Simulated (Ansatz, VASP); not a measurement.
**P: VASP beside Ansatz**

Contents of INCAR:

```
SYSTEM = P
  ALGO = Normal
  EDIFF = 1E-6
  EDIFFG = -0.01
  ENCUT = 600
  GGA = PS
  IBRION = 2
  ISIF = 3
  ISMEAR = -1
  IVDW = 12
  LASPH = .TRUE.
  LCHARG = .FALSE.
  LREAL = .FALSE.
  LWAVE = .FALSE.
  NELM = 100
  NSW = 60
  PREC = Accurate
  SIGMA = 0.05
```

Contents of KPOINTS:

```
k-points
0
G
  8 8 6
  0 0 0
```

Contents of POSCAR:

```
P
1.0
    1.6477431241     -5.4650377251      0.0000000000
    1.6477431241      5.4650377251      0.0000000000
    0.0000000000      0.0000000000      4.5436355900
P
4
Direct
    0.9041431300      0.0958568700      0.5888151700
    0.0958568700      0.9041431300      0.4111848300
    0.5958568700      0.4041431300      0.0888151700
    0.4041431300      0.5958568700      0.9111848300
```

Contents of input.yaml:

```yaml
crystal:
  lattice:
    - [1.6477431241, -5.4650377251, 0.0]
    - [1.6477431241, 5.4650377251, 0.0]
    - [0.0, 0.0, 4.54363559]
  atoms:
    - { symbol: P, position: [0.90414313, 0.09585687, 0.58881517] }
    - { symbol: P, position: [0.09585687, 0.90414313, 0.41118483] }
    - { symbol: P, position: [0.59585687, 0.40414313, 0.08881517] }
    - { symbol: P, position: [0.40414313, 0.59585687, 0.91118483] }
hamiltonian:
  xc: pbesol
  pseudopotentials: { kind: paw }
  dispersion: d3bj
kpoints:
  mp_grid: { grid: [8, 8, 6] }
scf:
  occupations: { method: fermi_dirac, width: 0.05 }
output:
  forces: true
  stress: true
  eigenvalues: true
relax:
  f_tol: 0.01
  max_steps: 40
  cell: { stress_tol: 0.05 }
```

Alike in both runs: task relaxation of cell and atoms; functional PBEsol; dispersion D3(BJ); k mesh 8 × 8 × 6; occupations fermi-dirac, width 0.05 eV; no spin polarisation.

```csv
,VASP,Ansatz
version,VASP 6.6.1,Ansatz 0.2.0
potentials or method,"VASP PAW PBE potentials, release 64 (P)",Ansatz PAW
plane-wave cutoff (eV),600,420
valence electrons in the cell,20,20
```

|  | VASP | Ansatz | Ansatz less VASP |
| --- | --- | --- | --- |
| gap on the k mesh at the Fermi level, each at its own relaxed structure (eV) | none | none | - |
| relaxed volume (Å³/atom) | 15.87 | 15.78 | -0.093 |
| relaxed length of the cell vector where the two differ most in proportion (Å) | 3.829 | 3.811 | -0.0183 |

VASP's potentials were made for PBE, not for PBEsol. A gap of «none» marks a metal or a gap that the smearing closes.

Noted on VASP's run: the volume moved by over 15 % at a fixed basis, so the end points are rough. Noted on Ansatz's run: the volume moved by over 15 % at a fixed basis, so the end points are rough; the plane-wave basis is chosen anew once the cell has moved, so the energies of steps on either side of that aren't comparable.
